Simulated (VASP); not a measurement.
# Lu (Fd-3m) in VASP: relaxation of cell and atoms with PBE

Aim: the relaxation of cell and atoms of Lu with PBE.

Program: VASP 6.6.1. These are calculated values, not measurements. Logs are shortened: lines on timing, memory, paths and dates and some standing lists are left out, and cuts for length are marked.

## Step 1: The cell of the first run

The structure is cubic, space group Fd-3m (No. 227). The conventional cell has a = 6.361 Å, b = 6.361 Å, c = 6.361 Å, α = 90.00°, β = 90.00°, γ = 90.00°. Within 3.6 Å of Lu (site symmetry -43m) lie 4 Lu at 2.75 Å.

This isn't the form of Lu at room conditions, which is hcp.

## Step 2: Relaxation of cell and atoms, PBE, target pressure 6.6 GPa, at which the enthalpy is minimised

INCAR reads:

```
SYSTEM = Lu
PREC = Accurate ; ENCUT = 600
EDIFF = 1E-6 ; ISMEAR = -1
SIGMA = 0.05 ; LREAL = .False.
LASPH = .True. ; NELM = 80
ALGO = Normal ; ISIF = 3
LWAVE = .False. ; LCHARG = .False.
GGA = PE ; IBRION = 2
NSW = 32 ; EDIFFG = -0.005
PSTRESS = 66.0
```

KPOINTS reads:

```
Automatic mesh
0
Gamma
  11 11 11
  0 0 0
```

POSCAR reads:

```
Lu
1.0
    0.0000000000      3.1806696848      3.1806696848
    3.1806696848      0.0000000000      3.1806696848
    3.1806696848      3.1806696848      0.0000000000
Lu
2
Direct
   -0.1250000000     -0.1250000000     -0.1250000000
    0.1250000000      0.1250000000      0.1250000000
```

Potentials or basis: VASP PAW PBE potentials, release 64 (Lu).

Launch:

```sh
$ cat potpaw_PBE.64/Lu/POTCAR > POTCAR
$ mpirun -np 1 vasp_std > vasp.out
```

OUTCAR:

```text
SYSTEM = Lu
   PREC = Accurate
   ENCUT = 600
   EDIFF = 1E-6
   ISMEAR = -1
   LREAL = .False.
   LASPH = .True.
   NELM = 80
   ISIF = 3
   GGA = PE
   IBRION = 2
   NSW = 32
   EDIFFG = -0.005
   PSTRESS = 66.0

 ion  position               nearest neighbor table
   1  0.875  0.875  0.875-   2 2.75   2 2.75   2 2.75   2 2.75
   2  0.125  0.125  0.125-   1 2.75   1 2.75   1 2.75   1 2.75

  LATTYP: Found a face centered cubic cell.
 ALAT       =     6.3613393696

  Lattice vectors:

 A1 = (   0.0000000000,   3.1806696848,   3.1806696848)
 A2 = (   3.1806696848,   0.0000000000,   3.1806696848)
 A3 = (   3.1806696848,   3.1806696848,   0.0000000000)

Analysis of symmetry for initial positions (statically):
=====================================================================
 Subroutine PRICEL returns:
 Original cell was already a primitive cell.

 Routine SETGRP: Setting up the symmetry group for a
 face centered cubic supercell.

 Subroutine GETGRP returns: Found 48 space group operations
 (whereof 12 operations were pure point group operations)
 out of a pool of 48 trial point group operations.

The static configuration has the point symmetry D_3d.
 The point group associated with its full space group is O_h .

Analysis of symmetry for dynamics (positions and initial velocities):
=====================================================================
 Subroutine PRICEL returns:
 Original cell was already a primitive cell.

 Routine SETGRP: Setting up the symmetry group for a
 face centered cubic supercell.

 Subroutine GETGRP returns: Found 48 space group operations
 (whereof 12 operations were pure point group operations)
 out of a pool of 48 trial point group operations.

The dynamic configuration has the point symmetry D_3d.
 The point group associated with its full space group is O_h .

 Subroutine INISYM returns: Found 48 space group operations
 (whereof 12 operations are pure point group operations),
 and found     1 'primitive' translations

----------------------------------------------------------------------------------------

                                     Primitive cell

  volume of cell :      64.3555

  direct lattice vectors                    reciprocal lattice vectors
     0.000000000  3.180669685  3.180669685    -0.157199599  0.157199599  0.157199599
     3.180669685  0.000000000  3.180669685     0.157199599 -0.157199599  0.157199599
     3.180669685  3.180669685  0.000000000     0.157199599  0.157199599 -0.157199599

  length of vectors
     4.498146206  4.498146206  4.498146206     0.272277693  0.272277693  0.272277693

  position of ions in fractional coordinates (direct lattice)
     0.875000000  0.875000000  0.875000000
     0.125000000  0.125000000  0.125000000

  ion indices of the primitive-cell ions
   primitive index   ion index
                 1           1
                 2           2

----------------------------------------------------------------------------------------

 KPOINTS: Automatic mesh

Automatic generation of k-mesh.
 Grid dimensions read from file:
 generate k-points for:   11   11   11

 Generating k-lattice:

  Cartesian coordinates                     Fractional coordinates (reciprocal lattice)
    -0.014290873  0.014290873  0.014290873     0.090909091  0.000000000  0.000000000
     0.014290873 -0.014290873  0.014290873     0.000000000  0.090909091  0.000000000
     0.014290873  0.014290873 -0.014290873     0.000000000  0.000000000  0.090909091

  Length of vectors
     0.024752518  0.024752518  0.024752518

  Shift w.r.t. Gamma in fractional coordinates (k-lattice)
     0.000000000  0.000000000  0.000000000

 Subroutine IBZKPT returns following result:
 ===========================================

 Found     56 irreducible k-points:

 Following reciprocal coordinates:
            Coordinates               Weight
  0.000000  0.000000  0.000000      1.000000
  0.090909  0.000000  0.000000      8.000000
  0.181818  0.000000  0.000000      8.000000
  0.272727  0.000000  0.000000      8.000000
  0.363636  0.000000  0.000000      8.000000
  0.454545  0.000000  0.000000      8.000000
[... 16 lines left out ...]
 -0.272727  0.181818  0.000000     24.000000
 -0.181818  0.181818  0.000000     12.000000
 [... further k-points ...]
   k-points           NKPTS =     56   k-points in BZ     NKDIM =     56   number of bands    NBANDS=     30
   number of dos      NEDOS =    301   number of ions     NIONS =      2
   total plane-waves  NPLWV =  46656
   dimension x,y,z NGX =    36 NGY =   36 NGZ =   36
   dimension x,y,z NGXF=    72 NGYF=   72 NGZF=   72
   ions per type =               2
   NGX,Y,Z   is equivalent  to a cutoff of  13.31, 13.31, 13.31 a.u.
   NGXF,Y,Z  is equivalent  to a cutoff of  26.61, 26.61, 26.61 a.u.
 SYSTEM =  Lu
   PREC   = accura    normal or accurate (medium, high low for compatibility)
   ISTART =      0    job   : 0-new  1-cont  2-samecut
   ICHARG =      2    charge: 1-file 2-atom 10-const
   ISPIN  =      1    spin polarized calculation?
   LNONCOLLINEAR =      F non collinear calculations
   LSORBIT =      F    spin-orbit coupling
   LASPH  =      T    aspherical Exc in radial PAW
   ENCUT  =  600.0 eV  44.10 Ry    6.64 a.u.   8.98  8.98  8.98*2*pi/ulx,y,z
   NELM   =     80;   NELMIN=  2; NELMDL= -5     # of ELM steps
   EDIFF  = 0.1E-05   stopping-criterion for ELM
   LREAL  =      F    real-space projection
   EDIFFG = -.5E-02   stopping-criterion for IOM
   NSW    =     32    number of steps for IOM
   IBRION =      2    ionic relax: 0-MD 1-quasi-New 2-CG
   NFREE  =      1    steps in history (QN), initial steepest desc. (CG)
   ISIF   =      3    stress and relaxation
   ISYM   =      2    0-nonsym 1-usesym 2-fastsym
   POTIM  = 0.5000    time-step for ionic-motion
   TEBEG  =    0.0;   TEEND  =   0.0 temperature during run
   PSTRESS=   66.0 pullay stress
   NELECT =      50.0000    total number of electrons
   NUPDOWN=      -1.0000    fix difference up-down
   EMIN   =  10.00;   EMAX   =-10.00  energy-range for DOS
   EFERMI =   0.00;   METHOD = LEGACY
   ISMEAR =    -1;   SIGMA  =   0.05  broadening in eV -4-tet -1-fermi 0-gaus
   EFERMI_NEDOS =   21; number of points for ismear=-14 and -15
   IALGO  =     38    algorithm
   IMIX   =      4    mixing-type and parameters
     AMIX     =   0.40;   BMIX     =  1.00
     AMIX_MAG =   1.60;   BMIX_MAG =  1.00
  volume/ion in A,a.u.               =      32.18       217.15
  Fermi-wavevector in a.u.,A,eV,Ry     =   1.504999  2.844036 30.817503  2.265023
  Thomas-Fermi vector in A             =   2.615905
   LORBIT       =      0    0 simple, 1 ext, 2 COOP (PROOUT), +10 PAW based schemes
   GGA     = PE    functional components
   LHFCALC =     F    Hartree Fock is set to
   AEXX    =    0.0000 exact exchange contribution
   IVDW    =     0    specifies the selected vdW correction
   LEPSILON=     F    determine dielectric tensor
   LRPA    =     F    only Hartree local field effects (RPA)
 conjugate gradient relaxation of ions
 non-spin polarized calculation
  energy-cutoff  :      600.00
  volume of cell :       64.36
 maximum number of plane-waves:      2166
   NGX = 17   NGY = 17   NGZ = 17

--------------------------------------- Ionic step        1  -------------------------------------------

 number of electron      49.9999992 magnetization

 Free energy of the ion-electron system (eV)
  ---------------------------------------------------
  ext. energy  EPLUGINS =         0.00000000
  ---------------------------------------------------
  free energy    TOTEN  =        -4.41041151 eV

  energy without entropy =       -4.38851845  energy(sigma->0) =       -4.39946498

------------------------ aborting loop because EDIFF is reached ----------------------------------------

  FORCE on cell =-STRESS in cart. coord.  units (eV):
  Direction    XX          YY          ZZ          XY          YZ          ZX
  --------------------------------------------------------------------------------------
  -------------------------------------------------------------------------------------
  Total        2.7555908      2.7555908      2.7555908     -0.0000000      0.0000000     -0.0000000
  in kB       68.6024459     68.6024459     68.6024459     -0.0000000      0.0000000     -0.0000000
  external PRESSURE =       2.6024459 kB  Pullay stress =      66.0000000 kB
[... 93 lines left out ...]
  FREE ENERGIE OF THE ION-ELECTRON SYSTEM (eV)
  ---------------------------------------------------
  free  energy   TOTEN  =        -4.4341048091 eV

  energy  without entropy=       -4.4118421330  energy(sigma->0) =       -4.42297347

  enthalpy is  TOTEN    =        -1.7599800483 eV   P V=        2.6741247608

[... ionic steps 4 to 12 ...]

--------------------------------------- Ionic step       13  -------------------------------------------

 number of electron      49.9999994 magnetization

------------------------ aborting loop because EDIFF is reached ----------------------------------------

  FORCE on cell =-STRESS in cart. coord.  units (eV):
  Direction    XX          YY          ZZ          XY          YZ          ZX
  --------------------------------------------------------------------------------------
  -------------------------------------------------------------------------------------
  Total        2.7331838      2.7331838      2.7331838     -0.0000000      0.0000000      0.0000000
  in kB       67.2425852     67.2425852     67.2425852     -0.0000000      0.0000000      0.0000000
  external PRESSURE =       1.2425852 kB  Pullay stress =      66.0000000 kB
[... 61 lines left out ...]
  enthalpy is  TOTEN    =        -1.7599997659 eV   P V=        2.6829347217

--------------------------------------- Ionic step       15  -------------------------------------------

 number of electron      49.9999994 magnetization

 Free energy of the ion-electron system (eV)
  ---------------------------------------------------
  ext. energy  EPLUGINS =         0.00000000
  ---------------------------------------------------
  free energy    TOTEN  =        -4.44301808 eV

  energy without entropy =       -4.42058662  energy(sigma->0) =       -4.43180235

 E-fermi :   1.3029     XC(G=0):  -9.9222

 val. band max:        1.2831279530   @ k =   0.0000   0.0000   0.0000
 cond. band min:       1.3240704993   @ k =  -0.3636   0.2727   0.0000
 fundamental gap:      0.0409425463
 Fermi energy:         1.3028598135

 k-point     1 :       0.0000    0.0000    0.0000
  band No.  band energies     occupation
      1     -55.4740      2.00000
      2     -55.1708      2.00000
      3     -26.4969      2.00000
      4     -26.4969      2.00000
      5     -26.4969      2.00000
      6     -25.6043      2.00000
[... 781 lines left out ...]
     29       3.1589      0.00000
     30       3.8113      0.00000

 [... further k-points ...]
[... 5 lines left out ...]
  --------------------------------------------------------------------------------------
  -------------------------------------------------------------------------------------
  Total        2.6779502      2.6779502      2.6779502     -0.0000000     -0.0000000     -0.0000000
  in kB       65.8753292     65.8753292     65.8753292     -0.0000000     -0.0000000     -0.0000000
  external PRESSURE =      -0.1246708 kB  Pullay stress =      66.0000000 kB
[... 17 lines left out ...]
  FREE ENERGIE OF THE ION-ELECTRON SYSTEM (eV)
  ---------------------------------------------------
  free  energy   TOTEN  =        -4.4430180765 eV

  energy  without entropy=       -4.4205866229  energy(sigma->0) =       -4.43180235

  enthalpy is  TOTEN    =        -1.7599997920 eV   P V=        2.6830182846

 reached required accuracy - stopping structural energy minimisation
```

Run time: 43 min. Hardware: 1 thread of Oxide Virtual Turin-like, shared host; peak memory 0.26 GiB.

Results:

| Item | Value |
| --- | --- |
| Free energy | -4.4430 eV |
| Relaxed volume | 32.57 Å³/atom |
| Relaxed cell | a = 4.516 Å, b = 4.516 Å, c = 4.516 Å, α = 60.00°, β = 60.00°, γ = 60.00° |
| Space group after relaxing (to 0.1 Å) | Fd-3m (No. 227) |
| Energy change on relaxing (the run minimises the enthalpy) | -16.3 meV/atom |
| Ionic steps | 15 |
| Pressure after relaxing | 6.6 GPa |
| Band gap on the k mesh | zero (bands 25 and 26 overlap by 0.88 eV) |

Step by step:
| step | energy change (eV) | largest force (eV/Å) | pressure (GPa) | volume (Å³) |
| --- | --- | --- | --- | --- |
| 1 | 0.0000 | 0.0000 | 6.86 | 64.36 |
| 2 | -0.0207 | 0.0000 | 6.66 | 64.84 |
| 3 | -0.0237 | 0.0000 | 6.80 | 64.92 |
| 4 | -0.0297 | 0.0000 | 6.66 | 65.06 |
| 5 | -0.0320 | 0.0000 | 6.69 | 65.12 |
| 6 | -0.0367 | 0.0000 | 6.57 | 65.23 |
| 7 | -0.0355 | 0.0000 | 6.50 | 65.20 |
| 8 | -0.0336 | 0.0000 | 6.47 | 65.16 |
| 9 | -0.0327 | 0.0000 | 6.53 | 65.13 |
| 10 | -0.0266 | 0.0000 | 6.63 | 64.99 |
| 11 | -0.0301 | 0.0000 | 6.76 | 65.07 |
| 12 | -0.0319 | 0.0000 | 6.66 | 65.11 |
| 13 | -0.0323 | 0.0000 | 6.72 | 65.12 |
| 14 | -0.0325 | 0.0000 | 6.70 | 65.13 |
| 15 | -0.0326 | 0.0000 | 6.59 | 65.13 |

Final structure:
```cif
data_structure
_symmetry_space_group_name_H-M 'P 1'
_symmetry_Int_Tables_number 1
_cell_length_a 4.5162
_cell_length_b 4.5162
_cell_length_c 4.5162
_cell_angle_alpha 60.000
_cell_angle_beta 60.000
_cell_angle_gamma 60.000
_cell_volume 65.13
loop_
_atom_site_label
_atom_site_type_symbol
_atom_site_fract_x
_atom_site_fract_y
_atom_site_fract_z
_atom_site_occupancy
Lu1 Lu 0.87500 0.87500 0.87500 1
Lu2 Lu 0.12500 0.12500 0.12500 1
```

Levels at points of the mesh, in eV from the Fermi level:
```
           k point  band 22  band 23  band 24  band 25  band 26  band 27  band 28  band 29
(0.00, 0.00, 0.00)    -5.39    -5.06    -0.02    -0.02     0.83     0.83     0.83     2.72
```

Caveat: the cell is relaxed towards a set pressure, so the run minimises the enthalpy, not the energy; spin-orbit coupling is left out, which moves the levels of the heavy elements.
